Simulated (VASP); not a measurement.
Be4AlCr, 6 atoms in the cell. Symmetry: I-4, No. 82, tetragonal system. Conventional cell: a = 4.275 Å, b = 4.275 Å, c = 5.861 Å, α = 90.00°, β = 90.00°, γ = 90.00°. Within 2.8 Å of Be (site symmetry 1) lie 6 Be at 2.09 to 2.18 Å and 3 Cr at 2.43 to 2.52 Å and 3 Al at 2.45 to 2.50 Å. Al (site symmetry -4) has 12 Be at 2.45 to 2.50 Å and 4 Cr at 2.59 Å within 3.2 Å. Within 3.2 Å of Cr (site symmetry -4) lie 12 Be at 2.43 to 2.52 Å and 4 Al at 2.59 Å.  This cell differs from its parent crystal: strained and its atoms moved.

| Property | Result |
| --- | --- |
| Program | VASP 6.6.1 |
| Task | single point |
| Functional | PBEsol |
| Potentials or basis | VASP PAW PBE potentials, release 64 (Be, Al, Cr_pv) |
| Cutoff | 520 eV |
| k mesh | 10 × 10 × 10 |
| Occupations | gaussian, width 0.1 eV |
| Spin | collinear spin, ferromagnetic start |
| Starting moments | [0.0, 0.0, 0.0, 0.0, 0.0, 2.68] μB |
| Dipole correction | no |
| Further INCAR settings | ALGO = Normal; EDIFF = 1e-06; NBANDS = 24 |

Potentials or basis: VASP PAW PBE potentials, release 64 (Be, Al, Cr_pv).

Run with:

```bash
$ cat potpaw_PBE.64/Be/POTCAR potpaw_PBE.64/Al/POTCAR potpaw_PBE.64/Cr_pv/POTCAR > POTCAR
$ mpirun -np 1 vasp_std > vasp.out
```

Hardware: 1 thread of Intel(R) Xeon(R) Platinum 8259CL CPU @ 2.50GHz (Skylake/Cascade Lake), with other jobs on the host.

Q: Estimate the wall time of this run.

A: Run time: 4.4 min on 1 thread of Intel(R) Xeon(R) Platinum 8259CL CPU @ 2.50GHz (Skylake/Cascade Lake) (shared host), peak memory 0.41 GiB. Counts: scf iterations 18, k points 144.
